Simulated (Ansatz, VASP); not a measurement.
## Two plane-wave programs on AlN

INCAR

```
PREC = Accurate
ENCUT = 520
EDIFF = 1E-6
ISMEAR = 0
SIGMA = 0.05
LREAL = F
LASPH = T
NELM = 60
ALGO = Normal
ISIF = 2
LWAVE = F
LCHARG = T
GGA = PE
LELF = T
LVHAR = T
NBANDS = 26
```

Contents of KPOINTS:

```
regular mesh
0
Gamma
  8 8 3
```

POSCAR

```
AlN
1.0
   -3.1302395629      0.0000000000      0.0000000000
   -1.5651197814     -2.7108669814      0.0000000000
    0.0000000000      0.0000000000      9.7359593112
Al N
4 4
Direct
    0.3333333333      0.3333333333      0.6747853867
    0.3333333333      0.3333333333      0.1593785844
    0.6666666667      0.6666666667      0.9324887878
    0.6666666667      0.6666666667      0.4170819855
    0.3333333333      0.3333333333      0.8714350201
    0.3333333333      0.3333333333      0.3560282179
    0.6666666667      0.6666666667      0.0983248167
    0.6666666667      0.6666666667      0.6137316190
```

Input for Ansatz:

```yaml
crystal:
  lattice:
    - [-3.1302395629, 0.0, 0.0]
    - [-1.5651197814, -2.7108669814, 0.0]
    - [0.0, 0.0, 9.7359593112]
  atoms:
    - { symbol: Al, position: [0.3333333333, 0.3333333333, 0.6747853867] }
    - { symbol: Al, position: [0.3333333333, 0.3333333333, 0.1593785844] }
    - { symbol: Al, position: [0.6666666667, 0.6666666667, 0.9324887878] }
    - { symbol: Al, position: [0.6666666667, 0.6666666667, 0.4170819855] }
    - { symbol: "N", position: [0.3333333333, 0.3333333333, 0.8714350201] }
    - { symbol: "N", position: [0.3333333333, 0.3333333333, 0.3560282179] }
    - { symbol: "N", position: [0.6666666667, 0.6666666667, 0.0983248167] }
    - { symbol: "N", position: [0.6666666667, 0.6666666667, 0.613731619] }
basis:
  ecutwfc: 420
kpoints:
  mp_grid: { grid: [8, 8, 3] }
hamiltonian:
  xc: pbe
scf:
  occupations: { method: gaussian, width: 0.05 }
output:
  forces: true
  stress: true
  eigenvalues: true
```

Alike in both runs: task single point; functional PBE; k mesh 8 × 8 × 3; occupations gaussian, width 0.05 eV; no spin polarisation.

|  | VASP | Ansatz |
| --- | --- | --- |
| version | VASP 6.6.1 | Ansatz 0.2.0 |
| potentials or method | VASP PAW PBE potentials, release 64 (Al, N), cutoff 520 eV | scalar-relativistic, plane waves, PAW |
| valence electrons in the cell | 32 | 32 |

```csv
,VASP,Ansatz,Ansatz less VASP
gap on the k mesh at the Fermi level (eV),4.24,4.22,-0.016
least direct gap on the mesh (eV),4.24,4.22,-0.016
pressure (GPa),9.6,9.8,+0.20
"traceless stress, the component that is largest in VASP (GPa)",16.51,16.27,-0.240
rms of the force components (eV/Å),2.262,2.247,-0.0156
```

Atom by atom the forces differ by 0.016 eV/Å (rms over components). The functional is the same, so the differences come from potentials, cutoffs and numerics.
